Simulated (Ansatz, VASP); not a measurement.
Ge in VASP and in Ansatz

```xyz
4
Lattice="3.0077 0.0000 0.0000 -1.5038 2.6047 0.0000 0.0000 0.0000 9.8230" Properties=species:S:1:pos:R:3 pbc="T T T"
Ge    0.0000    0.0000    0.0000
Ge    0.0000    0.0000    4.9115
Ge    0.0000    1.7365    2.4557
Ge    1.5038    0.8682    7.3672
```

Alike in both runs: task relaxation of cell and atoms; functional RPBE; k mesh 12 × 12 × 4; occupations fermi-dirac, width 0.1 eV; no spin polarisation.

|  | VASP | Ansatz |
| --- | --- | --- |
| version | VASP 6.6.1 | Ansatz 0.2.0 |
| potentials or method | VASP PAW PBE potentials, release 64 (Ge_d), cutoff 600 eV | plane waves (420 eV) with PAW, scalar-relativistic |
| valence electrons in the cell | 56 | 56 |

|  | VASP | Ansatz | Ansatz less VASP |
| --- | --- | --- | --- |
| relaxed volume (Å³/atom) | 20.03 | 20.02 | -0.014 |
| relaxed length of the cell vector where the two differ most in proportion (Å) | 9.989 | 9.980 | -0.0089 |

VASP's potentials were made for PBE, not for RPBE.
